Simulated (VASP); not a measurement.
Here is a VASP 6.6.1 calculation.

The input INCAR:

```
SYSTEM = Be2BiSb3
  PREC = Accurate
  ENCUT = 600
  EDIFF = 1E-6
  ISMEAR = 0
  SIGMA = 0.1
  LREAL = .False.
  LASPH = .True.
  NELM = 120
  ALGO = Normal
  ISIF = 2
  LWAVE = .False.
  LCHARG = .False.
  GGA = PE
  NBANDS = 41
  GGA_COMPAT = .False.
```

File KPOINTS:

```
Automatic mesh
0
Gamma
  6 6 2
  0 0 0
```

Contents of POSCAR:

```
Be2BiSb3
1.0
    3.3610026200      0.0000000000      0.0000000000
   -1.6805013100      2.9107136500      0.0000000000
    0.0000000000      0.0000000000      8.2327414400
Be Sb Bi
2 3 1
Direct
    0.3333333300      0.6666666700      0.6666666700
    0.6666666700      0.3333333300      0.3333333300
    0.0000000000      0.0000000000      0.5000000000
    0.3333333300      0.6666666700      0.1666666700
    0.6666666700      0.3333333300      0.8333333300
    0.0000000000      0.0000000000      0.0000000000
```

Potentials or basis: VASP PAW PBE potentials, release 64 (Be, Sb_d_GW, Bi_d).

Command:

```sh
$ cat potpaw_PBE.64/Be/POTCAR potpaw_PBE.64/Sb_d_GW/POTCAR potpaw_PBE.64/Bi_d/POTCAR > POTCAR
$ mpirun -np 1 vasp_std > vasp.out
```

Q: Estimate the largest force.

A: 16.327 eV/Å.

Q: Predict the band gap on the k mesh.

A: Zero (bands 32 and 33 overlap by 3.08 eV).

Forces on the atoms (eV/Å):
```
Be    0.000   0.000  -0.142
Be    0.000   0.000   0.142
Sb    0.000   0.000   0.000
Sb    0.000   0.000  16.327
Sb    0.000   0.000 -16.327
Bi    0.000   0.000   0.000
```

Caveat: the k points lie up to 0.38 Å⁻¹ apart, too coarse for converged energies and pressures of a metal; spin-orbit coupling is left out, which moves the levels of the heavy elements; forces of over 1 eV/Å act on the atoms, so gaps and moduli don't describe the material at rest.
